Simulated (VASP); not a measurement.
# C (P6_3/mmc) in VASP: notebook

The runs below take C through single point, with r2SCAN.

Everything below comes from runs of VASP 6.6.1. Logs are shortened: lines on timing, memory, paths and dates and some standing lists are left out, and cuts for length are marked.

## 1. The cell of the first run

Symmetry: P6_3/mmc, No. 194, hexagonal system. Conventional cell: a = 2.536 Å, b = 2.536 Å, c = 4.224 Å, α = 90.00°, β = 90.00°, γ = 120.00°. C (site symmetry 3m) has 4 C at 1.56 to 1.58 Å within 2.1 Å.

## 2. Single point, r2SCAN (volume scaled by 1.04)

Contents of POSCAR:

```
C
1.0
    2.5362114458      0.0000000000      0.0000000000
   -1.2681057229      2.1964235414      0.0000000000
    0.0000000000      0.0000000000      4.2235793565
C
4
Direct
    0.3333333333      0.6666666667      0.0627304278
    0.6666666667      0.3333333333      0.5627304278
    0.3333333333      0.6666666667      0.4372695722
    0.6666666667      0.3333333333      0.9372695722
```

Contents of INCAR.step1:

```
SYSTEM = C
PREC = Accurate
ENCUT = 520
ISMEAR = -1
SIGMA = 0.05
LREAL = .False.
LASPH = .True.
NELM = 100
NBANDS = 16
GGA = PE
ALGO = Normal
EDIFF = 1E-4
LWAVE = .True.
LCHARG = .False.
```

Contents of INCAR.step2:

```
SYSTEM = C
PREC = Accurate
ENCUT = 520
EDIFF = 1E-7
ISMEAR = -1
SIGMA = 0.05
LREAL = .False.
LASPH = .True.
NELM = 100
ALGO = Normal
ISIF = 2
LWAVE = .False.
LCHARG = .True.
METAGGA = R2SCAN
LMIXTAU = .True.
LELF = .True.
LVHAR = .True.
NBANDS = 16
ISTART = 1
```

Contents of KPOINTS:

```
Automatic mesh
0
Gamma
  12 12 7
  0 0 0
```

Potentials or basis: VASP PAW PBE potentials, release 64 (C).

Launch:

```console
$ cat potpaw_PBE.64/C/POTCAR > POTCAR
$ cp INCAR.step1 INCAR
$ mpirun -np 1 vasp_std > vasp.out
$ cp INCAR.step2 INCAR
$ mpirun -np 1 vasp_std > vasp.out
```

OUTCAR:

```text
SYSTEM = C
   PREC = Accurate
   ENCUT = 520
   EDIFF = 1E-7
   ISMEAR = -1
   LREAL = .False.
   LASPH = .True.
   NELM = 100
   ISIF = 2
   METAGGA = R2SCAN
   ISTART = 1

 ion  position               nearest neighbor table
   1  0.333  0.667  0.063-   4 1.56   4 1.56   4 1.56   3 1.58
   2  0.667  0.333  0.563-   3 1.56   3 1.56   3 1.56   4 1.58
   3  0.333  0.667  0.437-   2 1.56   2 1.56   2 1.56   1 1.58
   4  0.667  0.333  0.937-   1 1.56   1 1.56   1 1.56   2 1.58

  LATTYP: Found a hexagonal cell.
 ALAT       =     2.5362114458
 C/A-ratio  =     1.6653104233

  Lattice vectors:

 A1 = (   2.5362114458,   0.0000000000,   0.0000000000)
 A2 = (  -1.2681057229,   2.1964235414,   0.0000000000)
 A3 = (   0.0000000000,   0.0000000000,   4.2235793565)

Analysis of symmetry for initial positions (statically):
=====================================================================
 Subroutine PRICEL returns:
 Original cell was already a primitive cell.

 Routine SETGRP: Setting up the symmetry group for a
 hexagonal supercell.

 Subroutine GETGRP returns: Found 24 space group operations
 (whereof 12 operations were pure point group operations)
 out of a pool of 24 trial point group operations.

The static configuration has the point symmetry D_3d.
 The point group associated with its full space group is D_6h.

Analysis of symmetry for dynamics (positions and initial velocities):
=====================================================================
 Subroutine PRICEL returns:
 Original cell was already a primitive cell.

 Routine SETGRP: Setting up the symmetry group for a
 hexagonal supercell.

 Subroutine GETGRP returns: Found 24 space group operations
 (whereof 12 operations were pure point group operations)
 out of a pool of 24 trial point group operations.

The dynamic configuration has the point symmetry D_3d.
 The point group associated with its full space group is D_6h.

 Subroutine INISYM returns: Found 24 space group operations
 (whereof 12 operations are pure point group operations),
 and found     1 'primitive' translations

----------------------------------------------------------------------------------------

                                     Primitive cell

  volume of cell :      23.5278

  direct lattice vectors                    reciprocal lattice vectors
     2.536211446  0.000000000  0.000000000     0.394288892  0.227642798  0.000000000
    -1.268105723  2.196423541  0.000000000     0.000000000  0.455285595  0.000000000
     0.000000000  0.000000000  4.223579357     0.000000000  0.000000000  0.236766002

  length of vectors
     2.536211446  2.536211446  4.223579357     0.455285595  0.455285595  0.236766002

  position of ions in fractional coordinates (direct lattice)
     0.333333333  0.666666667  0.062730428
     0.666666667  0.333333333  0.562730428
     0.333333333  0.666666667  0.437269572
     0.666666667  0.333333333  0.937269572

  ion indices of the primitive-cell ions
   primitive index   ion index
                 1           1
                 2           2
                 3           3
                 4           4

----------------------------------------------------------------------------------------

 KPOINTS: Automatic mesh

Automatic generation of k-mesh.
 Grid dimensions read from file:
 generate k-points for:   12   12    7

 Generating k-lattice:

  Cartesian coordinates                     Fractional coordinates (reciprocal lattice)
     0.032857408  0.018970233  0.000000000     0.083333333  0.000000000  0.000000000
     0.000000000  0.037940466  0.000000000     0.000000000  0.083333333  0.000000000
     0.000000000  0.000000000  0.033823715     0.000000000  0.000000000  0.142857143

  Length of vectors
     0.037940466  0.037940466  0.033823715

  Shift w.r.t. Gamma in fractional coordinates (k-lattice)
     0.000000000  0.000000000  0.000000000

 Subroutine IBZKPT returns following result:
 ===========================================

 Found     76 irreducible k-points:

 Following reciprocal coordinates:
            Coordinates               Weight
  0.000000  0.000000  0.000000      1.000000
  0.083333 -0.000000  0.000000      6.000000
  0.166667 -0.000000  0.000000      6.000000
  0.250000  0.000000  0.000000      6.000000
  0.333333  0.000000  0.000000      6.000000
  0.416667  0.000000  0.000000      6.000000
[... 16 lines left out ...]
  0.250000  0.000000  0.142857     12.000000
  0.333333  0.000000  0.142857     12.000000
 [... further k-points ...]
   k-points           NKPTS =     76   k-points in BZ     NKDIM =     76   number of bands    NBANDS=     16
   number of dos      NEDOS =    301   number of ions     NIONS =      4
   total plane-waves  NPLWV =  12800
   dimension x,y,z NGX =    20 NGY =   20 NGZ =   32
   dimension x,y,z NGXF=    40 NGYF=   40 NGZF=   64
   ions per type =               4
   NGX,Y,Z   is equivalent  to a cutoff of  13.11, 13.11, 12.60 a.u.
   NGXF,Y,Z  is equivalent  to a cutoff of  26.22, 26.22, 25.19 a.u.
 SYSTEM =  C
   PREC   = accura    normal or accurate (medium, high low for compatibility)
   ISTART =      1    job   : 0-new  1-cont  2-samecut
   ICHARG =      0    charge: 1-file 2-atom 10-const
   ISPIN  =      1    spin polarized calculation?
   LNONCOLLINEAR =      F non collinear calculations
   LSORBIT =      F    spin-orbit coupling
   LASPH  =      T    aspherical Exc in radial PAW
   ENCUT  =  520.0 eV  38.22 Ry    6.18 a.u.   4.72  4.72  7.85*2*pi/ulx,y,z
   NELM   =    100;   NELMIN=  2; NELMDL=  0     # of ELM steps
   EDIFF  = 0.1E-06   stopping-criterion for ELM
   LREAL  =      F    real-space projection
   EDIFFG = 0.1E-05   stopping-criterion for IOM
   NSW    =      0    number of steps for IOM
   IBRION =     -1    ionic relax: 0-MD 1-quasi-New 2-CG
   NFREE  =      0    steps in history (QN), initial steepest desc. (CG)
   ISIF   =      2    stress and relaxation
   ISYM   =      2    0-nonsym 1-usesym 2-fastsym
   POTIM  = 0.5000    time-step for ionic-motion
   TEBEG  =    0.0;   TEEND  =   0.0 temperature during run
   PSTRESS=    0.0 pullay stress
   NELECT =      16.0000    total number of electrons
   NUPDOWN=      -1.0000    fix difference up-down
   EMIN   =  10.00;   EMAX   =-10.00  energy-range for DOS
   EFERMI =   0.00;   METHOD = LEGACY
   ISMEAR =    -1;   SIGMA  =   0.05  broadening in eV -4-tet -1-fermi 0-gaus
   EFERMI_NEDOS =   21; number of points for ismear=-14 and -15
   IALGO  =     38    algorithm
   IMIX   =      4    mixing-type and parameters
     AMIX     =   0.40;   BMIX     =  1.00
     AMIX_MAG =   1.60;   BMIX_MAG =  1.00
  volume/ion in A,a.u.               =       5.88        39.69
  Fermi-wavevector in a.u.,A,eV,Ry     =   1.439641  2.720526 28.198960  2.072565
  Thomas-Fermi vector in A             =   2.558474
   LORBIT       =      0    0 simple, 1 ext, 2 COOP (PROOUT), +10 PAW based schemes
   METAGGA = R2SCAN    functional components
   LHFCALC =     F    Hartree Fock is set to
   AEXX    =    0.0000 exact exchange contribution
   IVDW    =     0    specifies the selected vdW correction
   LEPSILON=     F    determine dielectric tensor
   LRPA    =     F    only Hartree local field effects (RPA)
 non-spin polarized calculation
  energy-cutoff  :      520.00
  volume of cell :       23.53
 maximum number of plane-waves:       652
 NGX is ok and might be reduce to    20
   NGX =  9   NGY =  9   NGZ = 15

 number of electron      16.0000001 magnetization

 Free energy of the ion-electron system (eV)
  ---------------------------------------------------
  ext. energy  EPLUGINS =         0.00000000
  ---------------------------------------------------
  free energy    TOTEN  =       -39.16425349 eV

  energy without entropy =      -39.16425349  energy(sigma->0) =      -39.16425349

 E-fermi :  10.4434     XC(G=0): -14.0529

 val. band max:        9.4746966516   @ k =   0.0000   0.0000   0.0000
 cond. band min:      13.1599843130   @ k =   0.3333   0.3333   0.0000
 fundamental gap:      3.6852876614
 Fermi energy:        10.4433998727

 k-point     1 :       0.0000    0.0000    0.0000
  band No.  band energies     occupation
      1     -13.0286      2.00000
      2      -7.5016      2.00000
      3      -4.4568      2.00000
      4       6.3214      2.00000
      5       6.3214      2.00000
      6       9.0060      2.00000
[... 8 lines left out ...]
     15      23.1155      0.00000
     16      27.7412      0.00000

 k-point     2 :       0.0833   -0.0000    0.0000
  band No.  band energies     occupation
      1     -12.8526      2.00000
      2      -7.3402      2.00000
      3      -4.2986      2.00000
      4       5.4224      2.00000
      5       5.9617      2.00000
      6       8.7016      2.00000
[... 8 lines left out ...]
     15      23.3808      0.00000
     16      27.4996      0.00000

 k-point     3 :       0.1667   -0.0000    0.0000
  band No.  band energies     occupation
      1     -12.3268      2.00000
      2      -6.8576      2.00000
      3      -3.8385      2.00000
      4       3.3442      2.00000
      5       5.1401      2.00000
      6       6.8960      2.00000
[... 8 lines left out ...]
     15      24.2053      0.00000
     16      25.3102      0.00000

 k-point     4 :       0.2500    0.0000    0.0000
  band No.  band energies     occupation
      1     -11.4598      2.00000
      2      -6.0601      2.00000
      3      -3.1546      2.00000
      4       0.9379      2.00000
      5       4.2485      2.00000
      6       4.7070      2.00000
[... 8 lines left out ...]
     15      24.7740      0.00000
     16      25.1180      0.00000
[... 324 lines left out ...]
 k-point    22 :       0.1667   -0.0000    0.1429
  band No.  band energies     occupation
      1     -12.1872      2.00000
      2      -7.6569      2.00000
      3      -2.8139      2.00000
      4       3.4672      2.00000
      5       5.2561      2.00000
      6       6.4773      2.00000
[... 8 lines left out ...]
     15      24.1216      0.00000
     16      25.4547      0.00000

 k-point    23 :       0.2500    0.0000    0.1429
  band No.  band energies     occupation
      1     -11.3211      2.00000
      2      -6.8453      2.00000
      3      -2.1892      2.00000
      4       1.0958      2.00000
      5       4.2700      2.00000
      6       4.3672      2.00000
[... 8 lines left out ...]
     15      23.9884      0.00000
     16      25.2776      0.00000

 k-point    24 :       0.3333    0.0000    0.1429
  band No.  band energies     occupation
      1     -10.1356      2.00000
      2      -5.7438      2.00000
      3      -2.2799      2.00000
      4      -0.3299      2.00000
      5       2.0122      2.00000
      6       3.6352      2.00000
[... 8 lines left out ...]
     15      24.4838      0.00000
     16      26.8678      0.00000

 [... further k-points ...]
[... 5 lines left out ...]
  --------------------------------------------------------------------------------------
  -------------------------------------------------------------------------------------
  Total       -2.2681620     -2.2681620     -2.2991837      0.0000000      0.0000000     -0.0000000
  in kB     -154.4551662   -154.4551662   -156.5676537      0.0000000      0.0000000     -0.0000000
  external PRESSURE =    -155.1593287 kB  Pullay stress =       0.0000000 kB

 VOLUME and BASIS-vectors are now :
 -----------------------------------------------------------------------------
  energy-cutoff  :      520.00
  volume of cell :       23.53
      direct lattice vectors                 reciprocal lattice vectors
     2.536211446  0.000000000  0.000000000     0.394288892  0.227642798  0.000000000
    -1.268105723  2.196423541  0.000000000     0.000000000  0.455285595  0.000000000
     0.000000000  0.000000000  4.223579357     0.000000000  0.000000000  0.236766002

 POSITION                                       TOTAL-FORCE (eV/Angst)
 -----------------------------------------------------------------------------------
     -0.00000      1.46428      0.26495        -0.000000     -0.000000     -0.036929
      1.26811      0.73214      2.37674        -0.000000      0.000000     -0.036929
     -0.00000      1.46428      1.84684         0.000000     -0.000000      0.036929
      1.26811      0.73214      3.95863         0.000000      0.000000      0.036929
 -----------------------------------------------------------------------------------
    total drift:                               -0.000000      0.000000      0.000000

  FREE ENERGIE OF THE ION-ELECTRON SYSTEM (eV)
  ---------------------------------------------------
  free  energy   TOTEN  =       -39.1642534878 eV

  energy  without entropy=      -39.1642534878  energy(sigma->0) =      -39.16425349
```

Run time: 43 s. Hardware: 1 thread of Intel Xeon 6975P-C (Granite Rapids), shared host; peak memory 0.14 GiB.

Results:

```
Free energy            : -39.1643 eV
Pressure               : -15.5 GPa
Largest force          : 0.037 eV/Å
Band gap on the k mesh : 3.69 eV, indirect (least direct gap 5.13 eV)
```

Forces in eV/Å, atoms in the order of the input:
```
C    0.000  0.000 -0.037
C    0.000  0.000 -0.037
C    0.000  0.000  0.037
C    0.000  0.000  0.037
```

Caveat: the cell differs from its parent crystal (volume scaled by 1.04); the PAW data sets were made with another functional, which shifts forces and pressure a little.

## 3. Single point, r2SCAN (volume scaled by 1.08)

Contents of POSCAR:

```
C
1.0
    2.5683187966      0.0000000000      0.0000000000
   -1.2841593983      2.2242293229      0.0000000000
    0.0000000000      0.0000000000      4.2770480625
C
4
Direct
    0.3333333333      0.6666666667      0.0627304278
    0.6666666667      0.3333333333      0.5627304278
    0.3333333333      0.6666666667      0.4372695722
    0.6666666667      0.3333333333      0.9372695722
```

Contents of INCAR.step1:

```
ALGO = Normal
EDIFF = 1E-4
ENCUT = 520
GGA = PE
ISMEAR = -1
LASPH = True
LCHARG = False
LREAL = False
LWAVE = True
NBANDS = 16
NELM = 60
PREC = Accurate
SIGMA = 0.05
```

Contents of INCAR.step2:

```
ALGO = Normal
EDIFF = 1E-7
ENCUT = 520
ISIF = 2
ISMEAR = -1
ISTART = 1
LASPH = True
LCHARG = False
LMIXTAU = True
LREAL = False
LWAVE = False
METAGGA = R2SCAN
NBANDS = 16
NELM = 60
PREC = Accurate
SIGMA = 0.05
```

Contents of KPOINTS:

```
k-points
0
Gamma
  12 12 7
```

Potentials or basis: VASP PAW PBE potentials, release 64 (C).

Launch:

```console
$ cat potpaw_PBE.64/C/POTCAR > POTCAR
$ cp INCAR.step1 INCAR
$ mpirun -np 1 vasp_std > vasp.out
$ cp INCAR.step2 INCAR
$ mpirun -np 1 vasp_std > vasp.out
```

Run time: 42 s. Hardware: 1 thread of Intel Xeon 6975P-C (Granite Rapids), shared host; peak memory 0.14 GiB.

The run converged. Its results:

```yaml
Free_energy: -39.0381 eV
Pressure: -29.3 GPa
Largest_force: 0.079 eV/Å
Band_gap_on_the_k_mesh: 3.79 eV, indirect (least direct gap 5.06 eV)
```

Forces in eV/Å, atoms in the order of the input:
```
C    0.000  0.000 -0.079
C    0.000  0.000 -0.079
C    0.000  0.000  0.079
C    0.000  0.000  0.079
```

Stress tensor (GPa, compression positive):
```
-29.15   0.00   0.00
  0.00 -29.15   0.00
  0.00   0.00 -29.53
```

Levels at points of the mesh, in eV from the valence-band top:
| k point | band 6 | band 7 | band 8 | band 9 | band 10 | band 11 |
| --- | --- | --- | --- | --- | --- | --- |
| (0.00, 0.00, 0.00) | -0.44 | 0.00 | 0.00 | 5.06 | 5.06 | 5.38 |
| (0.50, 0.00, 0.00) | -6.35 | -5.73 | -3.11 | 4.52 | 8.40 | 8.42 |

Caveat: the cell differs from its parent crystal (volume scaled by 1.08); the PAW data sets were made with another functional, which shifts forces and pressure a little.

## 4. Single point, r2SCAN

This run uses another cell than the first one, of 5.66 Å³/atom, 0.962 times its volume.

Contents of POSCAR:

```
C
1.0
    2.5032699062      0.0000000000      0.0000000000
   -1.2516349531      2.1678953313      0.0000000000
    0.0000000000      0.0000000000      4.1687214673
C
4
Direct
    0.3333333333      0.6666666667      0.0627304278
    0.6666666667      0.3333333333      0.5627304278
    0.3333333333      0.6666666667      0.4372695722
    0.6666666667      0.3333333333      0.9372695722
```

Contents of INCAR.step1:

```
PREC = Accurate
ENCUT = 520
ISMEAR = -1
SIGMA = 0.05
LREAL = False
LASPH = True
NELM = 60
NBANDS = 16
GGA = PE
ALGO = Normal
EDIFF = 1E-4
LWAVE = True
LCHARG = False
```

Contents of INCAR.step2:

```
PREC = Accurate
ENCUT = 520
EDIFF = 1E-7
ISMEAR = -1
SIGMA = 0.05
LREAL = False
LASPH = True
NELM = 60
ALGO = Normal
ISIF = 2
LWAVE = False
LCHARG = False
METAGGA = R2SCAN
LMIXTAU = True
NBANDS = 16
ISTART = 1
```

Contents of KPOINTS:

```
Automatic mesh
0
Gamma
  13 13 7
```

Launch:

```console
$ cat potpaw_PBE.64/C/POTCAR > POTCAR
$ cp INCAR.step1 INCAR
$ mpirun -np 1 vasp_std > vasp.out
$ cp INCAR.step2 INCAR
$ mpirun -np 1 vasp_std > vasp.out
```

It took 60 s on 1 thread of Intel Xeon 6975P-C (Granite Rapids), shared host; peak memory 0.14 GiB.

It converged, with:

```
Free energy            : -39.2047 eV
Pressure               : 1.1 GPa
Largest force          : 0.010 eV/Å
Band gap on the k mesh : 3.69 eV, indirect (least direct gap 5.19 eV)
```

Forces on the atoms (eV/Å):
```
C    0.000  0.000  0.010
C    0.000  0.000  0.010
C    0.000  0.000 -0.010
C    0.000  0.000 -0.010
```

Levels at points of the mesh, in eV from the valence-band top:
| k point | band 6 | band 7 | band 8 | band 9 | band 10 | band 11 |
| --- | --- | --- | --- | --- | --- | --- |
| (0.00, 0.00, 0.00) | -0.50 | 0.00 | 0.00 | 5.19 | 5.19 | 5.58 |

Caveat: the PAW data sets were made with another functional, which shifts forces and pressure a little.

(Part 1 of 2 ends here.)
